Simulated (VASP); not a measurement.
# Ta16S in VASP: further runs

The runs below take Ta16S through single point, with PBE.

All numbers are computed with VASP 6.6.1; they aren't measurements. Logs are shortened: lines on timing, memory, paths and dates and some standing lists are left out, and cuts for length are marked.

## (1) The cell of the first run

The cell holds a slab with vacuum, 17 atoms: a = 6.638 Å, b = 6.638 Å, c = 20.300 Å, α = 90.00°, β = 90.00°, γ = 90.00°.

## (2) Single point, PBE

INCAR reads:

```
SYSTEM = Ta16S
PREC = Accurate
ENCUT = 520
EDIFF = 1E-6
ISMEAR = 0
SIGMA = 0.1
LREAL = Auto
LASPH = .TRUE.
NELM = 60
ALGO = Normal
ISIF = 2
LWAVE = .FALSE.
LCHARG = .FALSE.
LDIPOL = .TRUE.
IDIPOL = 3
DIPOL = 0.5 0.5 0.330
GGA = PE
NBANDS = 105
```

KPOINTS reads:

```
regular mesh
0
G
  4 4 1
  0 0 0
```

POSCAR reads:

```
Ta16S
1.0
    6.6379342675      0.0000000000      0.0000000000
    0.0000000000      6.6379342675      0.0000000000
    0.0000000000      0.0000000000     20.2996557315
Ta S
16 1
Direct
    0.2500000000      0.2500000000      0.1970476767
    0.2500000000      0.7500000000      0.1970476767
    0.7500000000      0.2500000000      0.1970476767
    0.7500000000      0.7500000000      0.1970476767
    0.0000000000      0.0000000000      0.2787970221
    0.0000000000      0.5000000000      0.2787970221
    0.5000000000      0.0000000000      0.2787970221
    0.5000000000      0.5000000000      0.2787970221
    0.2500000000      0.2500000000      0.3599139031
    0.2500000000      0.7500000000      0.3599139031
    0.7500000000      0.2500000000      0.3599139031
    0.7500000000      0.7500000000      0.3599139031
    0.0000000000      0.0000000000      0.4334879294
    0.0000000000      0.5000000000      0.4334879294
    0.5000000000      0.0000000000      0.4334879294
    0.5000000000      0.5000000000      0.4334879294
    0.1250000000      0.1250000000      0.5294214198
```

Potentials or basis: VASP PAW PBE potentials, release 64 (Ta_pv, S).

Launch:

```console
cat potpaw_PBE.64/Ta_pv/POTCAR potpaw_PBE.64/S/POTCAR > POTCAR
mpirun -np 1 vasp_std > vasp.out
```

OUTCAR:

```text
SYSTEM = Ta16S
   PREC = Accurate
   ENCUT = 520
   EDIFF = 1E-6
   ISMEAR = 0
   LREAL = Auto
   LASPH = .TRUE.
   NELM = 60
   ISIF = 2
   GGA = PE

 ion  position               nearest neighbor table
   1  0.250  0.250  0.197-   5 2.87   6 2.87   7 2.87   8 2.87   9 3.31   3 3.32   2 3.32   2 3.32
                             3 3.32
   2  0.250  0.750  0.197-   5 2.87   6 2.87   7 2.87   8 2.87  10 3.31   4 3.32   1 3.32   1 3.32
                             4 3.32
   3  0.750  0.250  0.197-   5 2.87   6 2.87   7 2.87   8 2.87  11 3.31   4 3.32   1 3.32   4 3.32
                             1 3.32
   4  0.750  0.750  0.197-   5 2.87   6 2.87   7 2.87   8 2.87  12 3.31   3 3.32   2 3.32   3 3.32
                             2 3.32
   5  0.000  0.000  0.279-   9 2.87  10 2.87  11 2.87  12 2.87   1 2.87   2 2.87   3 2.87   4 2.87
                            13 3.14   7 3.32   6 3.32   6 3.32   7 3.32
   6  0.000  0.500  0.279-   9 2.87  10 2.87  11 2.87  12 2.87   1 2.87   2 2.87   3 2.87   4 2.87
                            14 3.14   8 3.32   5 3.32   5 3.32   8 3.32
   7  0.500  0.000  0.279-   9 2.87  10 2.87  11 2.87  12 2.87   1 2.87   2 2.87   3 2.87   4 2.87
                            15 3.14   8 3.32   5 3.32   8 3.32   5 3.32
   8  0.500  0.500  0.279-   9 2.87  10 2.87  11 2.87  12 2.87   1 2.87   2 2.87   3 2.87   4 2.87
                            16 3.14   7 3.32   6 3.32   7 3.32   6 3.32
   9  0.250  0.250  0.360-  13 2.78  14 2.78  15 2.78  16 2.78   5 2.87   6 2.87   7 2.87   8 2.87
                             1 3.31  10 3.32  11 3.32  10 3.32  11 3.32
  10  0.250  0.750  0.360-  13 2.78  14 2.78  15 2.78  16 2.78   5 2.87   6 2.87   7 2.87   8 2.87
                             2 3.31   9 3.32  12 3.32   9 3.32  12 3.32
  11  0.750  0.250  0.360-  13 2.78  14 2.78  15 2.78  16 2.78   5 2.87   6 2.87   7 2.87   8 2.87
                             3 3.31   9 3.32  12 3.32  12 3.32   9 3.32
  12  0.750  0.750  0.360-  13 2.78  14 2.78  15 2.78  16 2.78   5 2.87   6 2.87   7 2.87   8 2.87
                             4 3.31  10 3.32  11 3.32  11 3.32  10 3.32
  13  0.000  0.000  0.433-  17 2.27  10 2.78  11 2.78  12 2.78   9 2.78   5 3.14  15 3.32  14 3.32
                            14 3.32  15 3.32
  14  0.000  0.500  0.433-   9 2.78  10 2.78  11 2.78  12 2.78   6 3.14  13 3.32  16 3.32  13 3.32
                            16 3.32
  15  0.500  0.000  0.433-   9 2.78  10 2.78  11 2.78  12 2.78   7 3.14  13 3.32  16 3.32  16 3.32
                            13 3.32
  16  0.500  0.500  0.433-   9 2.78  10 2.78  11 2.78  12 2.78   8 3.14  14 3.32  15 3.32  15 3.32
                            14 3.32
  17  0.125  0.125  0.529-  13 2.27

  LATTYP: Found a simple tetragonal cell.
 ALAT       =     6.6379342675
 C/A-ratio  =     3.0581284649

  Lattice vectors:

 A1 = (   6.6379342675,   0.0000000000,   0.0000000000)
 A2 = (   0.0000000000,   6.6379342675,   0.0000000000)
 A3 = (   0.0000000000,   0.0000000000,  20.2996557315)

Analysis of symmetry for initial positions (statically):
=====================================================================
 Subroutine PRICEL returns:
 Original cell was already a primitive cell.

 Routine SETGRP: Setting up the symmetry group for a
 simple tetragonal supercell.

 Subroutine GETGRP returns: Found  2 space group operations
 (whereof  2 operations were pure point group operations)
 out of a pool of 16 trial point group operations.

The static configuration has the point symmetry C_1h.

Analysis of symmetry for dynamics (positions and initial velocities):
=====================================================================
 Subroutine PRICEL returns:
 Original cell was already a primitive cell.

 Routine SETGRP: Setting up the symmetry group for a
 simple tetragonal supercell.

 Subroutine GETGRP returns: Found  2 space group operations
 (whereof  2 operations were pure point group operations)
 out of a pool of 16 trial point group operations.

The dynamic configuration has the point symmetry C_1h.

 Subroutine INISYM returns: Found  2 space group operations
 (whereof  2 operations are pure point group operations),
 and found     1 'primitive' translations

----------------------------------------------------------------------------------------

                                     Primitive cell

  volume of cell :     894.4469

  direct lattice vectors                    reciprocal lattice vectors
     6.637934268  0.000000000  0.000000000     0.150649277  0.000000000  0.000000000
     0.000000000  6.637934268  0.000000000     0.000000000  0.150649277  0.000000000
     0.000000000  0.000000000 20.299655731     0.000000000  0.000000000  0.049261919

  length of vectors
     6.637934268  6.637934268 20.299655731     0.150649277  0.150649277  0.049261919

  position of ions in fractional coordinates (direct lattice)
     0.250000000  0.250000000  0.197047677
     0.250000000  0.750000000  0.197047677
     0.750000000  0.250000000  0.197047677
     0.750000000  0.750000000  0.197047677
     0.000000000  0.000000000  0.278797022
     0.000000000  0.500000000  0.278797022
[... 9 lines left out ...]
     0.500000000  0.500000000  0.433487929
     0.125000000  0.125000000  0.529421420

  ion indices of the primitive-cell ions
   primitive index   ion index
                 1           1
                 2           2
                 3           3
                 4           4
                 5           5
                 6           6
[... 9 lines left out ...]
                16          16
                17          17

----------------------------------------------------------------------------------------

 KPOINTS: regular mesh

Automatic generation of k-mesh.
 Grid dimensions read from file:
 generate k-points for:    4    4    1

 Generating k-lattice:

  Cartesian coordinates                     Fractional coordinates (reciprocal lattice)
     0.037662319  0.000000000  0.000000000     0.250000000  0.000000000  0.000000000
     0.000000000  0.037662319  0.000000000     0.000000000  0.250000000  0.000000000
     0.000000000  0.000000000  0.049261919     0.000000000  0.000000000  1.000000000

  Length of vectors
     0.037662319  0.037662319  0.049261919

  Shift w.r.t. Gamma in fractional coordinates (k-lattice)
     0.000000000  0.000000000  0.000000000

 Subroutine IBZKPT returns following result:
 ===========================================

 Found      7 irreducible k-points:

 Following reciprocal coordinates:
            Coordinates               Weight
  0.000000  0.000000  0.000000      1.000000
  0.250000  0.000000  0.000000      4.000000
  0.500000  0.000000  0.000000      2.000000
  0.250000  0.250000  0.000000      2.000000
 -0.250000  0.250000  0.000000      2.000000
  0.500000  0.250000  0.000000      4.000000
  0.500000  0.500000  0.000000      1.000000
   k-points           NKPTS =      7   k-points in BZ     NKDIM =      7   number of bands    NBANDS=    105
   number of dos      NEDOS =    301   number of ions     NIONS =     17
   total plane-waves  NPLWV = 400000
   dimension x,y,z NGX =    50 NGY =   50 NGZ =  160
   dimension x,y,z NGXF=   100 NGYF=  100 NGZF=  320
   ions per type =              16   1
   NGX,Y,Z   is equivalent  to a cutoff of  12.52, 12.52, 13.10 a.u.
   NGXF,Y,Z  is equivalent  to a cutoff of  25.04, 25.04, 26.21 a.u.
 SYSTEM =  Ta16S
   PREC   = accura    normal or accurate (medium, high low for compatibility)
   ISTART =      0    job   : 0-new  1-cont  2-samecut
   ICHARG =      2    charge: 1-file 2-atom 10-const
   ISPIN  =      1    spin polarized calculation?
   LNONCOLLINEAR =      F non collinear calculations
   LSORBIT =      F    spin-orbit coupling
   LASPH  =      T    aspherical Exc in radial PAW
   ENCUT  =  520.0 eV  38.22 Ry    6.18 a.u.  12.34 12.34 37.74*2*pi/ulx,y,z
   NELM   =     60;   NELMIN=  2; NELMDL= -5     # of ELM steps
   EDIFF  = 0.1E-05   stopping-criterion for ELM
   LREAL  =      T    real-space projection
   EDIFFG = 0.1E-04   stopping-criterion for IOM
   NSW    =      0    number of steps for IOM
   IBRION =     -1    ionic relax: 0-MD 1-quasi-New 2-CG
   NFREE  =      0    steps in history (QN), initial steepest desc. (CG)
   ISIF   =      2    stress and relaxation
   ISYM   =      2    0-nonsym 1-usesym 2-fastsym
   POTIM  = 0.5000    time-step for ionic-motion
   TEBEG  =    0.0;   TEEND  =   0.0 temperature during run
   PSTRESS=    0.0 pullay stress
   NELECT =     182.0000    total number of electrons
   NUPDOWN=      -1.0000    fix difference up-down
   EMIN   =  10.00;   EMAX   =-10.00  energy-range for DOS
   EFERMI =   0.00;   METHOD = LEGACY
   ISMEAR =     0;   SIGMA  =   0.10  broadening in eV -4-tet -1-fermi 0-gaus
   EFERMI_NEDOS =   21; number of points for ismear=-14 and -15
   IALGO  =     38    algorithm
   IMIX   =      4    mixing-type and parameters
     AMIX     =   0.40;   BMIX     =  1.00
     AMIX_MAG =   1.60;   BMIX_MAG =  1.00
  volume/ion in A,a.u.               =      52.61       355.06
  Fermi-wavevector in a.u.,A,eV,Ry     =   0.962898  1.819614 12.614957  0.927173
  Thomas-Fermi vector in A             =   2.092397
   LORBIT       =      0    0 simple, 1 ext, 2 COOP (PROOUT), +10 PAW based schemes
   GGA     = PE    functional components
   LHFCALC =     F    Hartree Fock is set to
   AEXX    =    0.0000 exact exchange contribution
   IVDW    =     0    specifies the selected vdW correction
   LEPSILON=     F    determine dielectric tensor
   LRPA    =     F    only Hartree local field effects (RPA)
 non-spin polarized calculation
 Gauss-broadening in eV      SIGMA  =   0.10
  energy-cutoff  :      520.00
  volume of cell :      894.45
 maximum number of plane-waves:     24163
 NGX is ok and might be reduce to    50
   NGX = 25   NGY = 25   NGZ = 75

 dipolmoment           0.000000      0.000000     -2.197573 electrons x Angstroem

 number of electron     181.9999954 magnetization

 dipolmoment           0.000000      0.000000      0.136199 electrons x Angstroem

 Free energy of the ion-electron system (eV)
  ---------------------------------------------------
  ext. energy  EPLUGINS =         0.00000000
  ---------------------------------------------------
  free energy    TOTEN  =      -180.05850830 eV

  energy without entropy =     -179.97036813  energy(sigma->0) =     -180.01443821

 E-fermi :  -0.5914     XC(G=0):  -5.4318

 val. band max:       -0.6048243420   @ k =   0.0000   0.0000   0.0000
 cond. band min:      -0.5519330260   @ k =  -0.2500   0.2500   0.0000
 fundamental gap:      0.0528913161
 Fermi energy:        -0.5914286302

 k-point     1 :       0.0000    0.0000    0.0000
  band No.  band energies     occupation
      1     -35.6173      2.00000
      2     -35.6104      2.00000
      3     -35.6091      2.00000
      4     -35.5989      2.00000
      5     -35.5959      2.00000
      6     -35.5900      2.00000
[... 95 lines left out ...]
    102       0.4869      0.00000
    103       0.8855      0.00000

 k-point     2 :       0.2500    0.0000    0.0000
  band No.  band energies     occupation
      1     -35.6084      2.00000
      2     -35.6019      2.00000
      3     -35.5913      2.00000
      4     -35.5827      2.00000
      5     -35.5803      2.00000
      6     -35.5748      2.00000
[... 519 lines left out ...]
    102       0.0130      0.00000
    103       0.1157      0.00000

 k-point     7 :       0.5000    0.5000    0.0000
  band No.  band energies     occupation
      1     -35.5881      2.00000
      2     -35.5683      2.00000
      3     -35.5571      2.00000
      4     -35.5562      2.00000
      5     -35.4995      2.00000
      6     -35.4967      2.00000
[... 95 lines left out ...]
    102      -0.0935      0.00000
    103       0.0750      0.00000
 [bands above 103 left out]

------------------------ aborting loop because EDIFF is reached ----------------------------------------

 vacuum level on the upper side and lower side of the slab       (xc-potential included)         0.119        -0.446

  FORCE on cell =-STRESS in cart. coord.  units (eV):
  Direction    XX          YY          ZZ          XY          YZ          ZX
  --------------------------------------------------------------------------------------
  -------------------------------------------------------------------------------------
  Total      -17.4489949    -17.4489949     -2.3380087      0.6504402      1.0782150      1.0782148
  in kB      -31.2554985    -31.2554985     -4.1879562      1.1651005      1.9313518      1.9313514
  external PRESSURE =     -22.2329844 kB  Pullay stress =       0.0000000 kB

 VOLUME and BASIS-vectors are now :
 -----------------------------------------------------------------------------
  energy-cutoff  :      520.00
  volume of cell :      894.45
      direct lattice vectors                 reciprocal lattice vectors
     6.637934268  0.000000000  0.000000000     0.150649277  0.000000000  0.000000000
     0.000000000  6.637934268  0.000000000     0.000000000  0.150649277  0.000000000
     0.000000000  0.000000000 20.299655731     0.000000000  0.000000000  0.049261919

 POSITION                                       TOTAL-FORCE (eV/Angst)
 -----------------------------------------------------------------------------------
      1.65948      1.65948      4.00000        -0.029042     -0.029042      0.846737
      1.65948      4.97845      4.00000         0.027083      0.024916      0.780041
      4.97845      1.65948      4.00000         0.024916      0.027083      0.780041
      4.97845      4.97845      4.00000         0.052865      0.052865      0.774842
      0.00000      0.00000      5.65948         0.072069      0.072069     -1.317194
      0.00000      3.31897      5.65948         0.029577     -0.062309     -0.746348
[... 9 lines left out ...]
      3.31897      3.31897      8.79966        -0.001502     -0.001502     -0.370977
      0.82974      0.82974     10.74707         0.613356      0.613356      0.010592
 -----------------------------------------------------------------------------------
    total drift:                                0.000112      0.000112      0.006190

  FREE ENERGIE OF THE ION-ELECTRON SYSTEM (eV)
  ---------------------------------------------------
  free  energy   TOTEN  =      -180.0585082971 eV

  energy  without entropy=     -179.9703681256  energy(sigma->0) =     -180.01443821

 vacuum level on the upper side and lower side of the slab         3.856         3.270
```

Wall time 52 min (1 thread of Oxide Virtual Turin-like, shared host); peak memory 0.97 GiB.

Results:

```
Free energy            : -180.0585 eV
Largest force          : 1.355 eV/Å
Band gap on the k mesh : zero (bands 91 and 92 overlap by 0.50 eV)
```

Forces in eV/Å, atoms in the order of the input:
```
Ta  -0.029 -0.029  0.847
Ta   0.027  0.025  0.780
Ta   0.025  0.027  0.780
Ta   0.053  0.053  0.775
Ta   0.072  0.072 -1.317
Ta   0.030 -0.062 -0.746
Ta  -0.062  0.030 -0.746
Ta   0.016  0.016 -0.594
Ta   0.158  0.158 -0.663
Ta   0.190 -0.239 -0.329
Ta  -0.239  0.190 -0.329
Ta  -0.392 -0.392 -0.228
Ta  -0.421 -0.421  1.218
Ta   0.231 -0.271  0.458
Ta  -0.271  0.231  0.458
Ta  -0.002 -0.002 -0.371
S    0.613  0.613  0.011
```

Caveat: spin-orbit coupling is left out, which moves the levels of the heavy elements.

(Part 1 of 2 ends here.)

The gap in the log of VASP goes by the Fermi energy; the results here count the filled bands.